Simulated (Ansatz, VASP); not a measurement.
## Ti: VASP beside Ansatz

INCAR

```
PREC = Accurate ; ENCUT = 520
EDIFF = 1E-6 ; ISMEAR = 0
SIGMA = 0.15 ; LREAL = False
LASPH = True ; NELM = 100
ALGO = Fast ; ISIF = 2
LWAVE = False ; LCHARG = False
GGA = PS ; NBANDS = 12
```

Contents of KPOINTS:

```
regular mesh
0
Gamma
  20 20 20
```

The input POSCAR:

```
Ti
1.0
   -1.6049504194      1.6049504194      1.8456929823
    1.6049504194     -1.6049504194      1.8456929823
    1.6049504194      1.6049504194     -1.8456929823
Ti
1
Direct
    0.0000000000      0.0000000000      0.0000000000
```

Input for Ansatz:

```yaml
crystal:
  lattice:
    - [-1.6049504194, 1.6049504194, 1.8456929823]
    - [1.6049504194, -1.6049504194, 1.8456929823]
    - [1.6049504194, 1.6049504194, -1.8456929823]
  atoms:
    - { symbol: Ti, position: [0.0, 0.0, 0.0] }
basis:
  ecutwfc: 520.0
kpoints:
  mp_grid: { grid: [20, 20, 20] }
hamiltonian:
  xc: pbesol
  pseudopotentials: { kind: paw, azcp: { folder: soft_1 } }
scf:
  occupations: { method: gaussian, width: 0.15 }
output:
  forces: true
  stress: true
  eigenvalues: true
```

Change from the starting cell: engineering shear strain xy +0.0000, normal strain along z +0.1500.

Alike in both runs: task single point; functional PBEsol; k mesh 20 × 20 × 20; occupations gaussian, width 0.15 eV; no spin polarisation.

|  | VASP | Ansatz |
| --- | --- | --- |
| version | VASP 6.6.1 | Ansatz 0.2.0 |
| potentials or method | VASP PAW PBE potentials, release 64 (Ti_sv), cutoff 520 eV | scalar-relativistic, plane waves, PAW |
| valence electrons in the cell | 12 | 12 |

|  | VASP | Ansatz | Ansatz less VASP |
| --- | --- | --- | --- |
| gap on the k mesh at the Fermi level (eV) | none | none | - |
| pressure (GPa) | -12.2 | -12.1 | +0.12 |
| traceless stress, the component that is largest in VASP (GPa) | 1.96 | 1.96 | +0.007 |

VASP's potentials were made for PBE, not for PBEsol, and Ansatz warns of the same on its side. A gap of «none» marks a metal or a gap that the smearing closes.
